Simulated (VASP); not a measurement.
Ti: single point with LDA

The system is Ti.

```xyz
1
Lattice="0.0000 1.9894 2.0300 1.9894 0.0000 2.0300 1.9894 1.9894 0.0000" Properties=species:S:1:pos:R:3 pbc="T T T"
Ti    0.0000    0.0000    0.0000
```

This cell differs from its parent crystal: equal xx and yy strain of -2 %.

```
Program                : VASP 6.6.1
Task                   : single point
Functional             : LDA
Potentials or basis    : VASP PAW LDA potentials, release 64 (Ti_sv)
Cutoff                 : 520 eV
k mesh                 : 15 × 15 × 15
Occupations            : fermi-dirac, width 0.05 eV
Spin                   : no spin polarisation
Dipole correction      : no
Further INCAR settings : ALGO = Normal; EDIFF = 1e-06; NBANDS = 12
```

* Pressure: -0.5 GPa
* Band gap on the k mesh: zero (bands 6 and 7 overlap by 1.13 eV)

Stress tensor (GPa, compression positive):
```
-0.25  0.00  0.00
 0.00 -0.25  0.00
 0.00  0.00 -0.88
```

Levels at points of the mesh, in eV from the Fermi level:
```
           k point  band 3  band 4  band 5  band 6  band 7  band 8  band 9  band 10
(0.00, 0.00, 0.00)  -32.03  -32.03   -6.19    0.77    0.94    0.94    2.56     2.77
```

It took 52 s on 1 thread of Intel Xeon 8259CL, with other jobs on the host, peak memory 0.17 GiB.

Caveat: the cell differs from its parent crystal (equal xx and yy strain of -2 %).
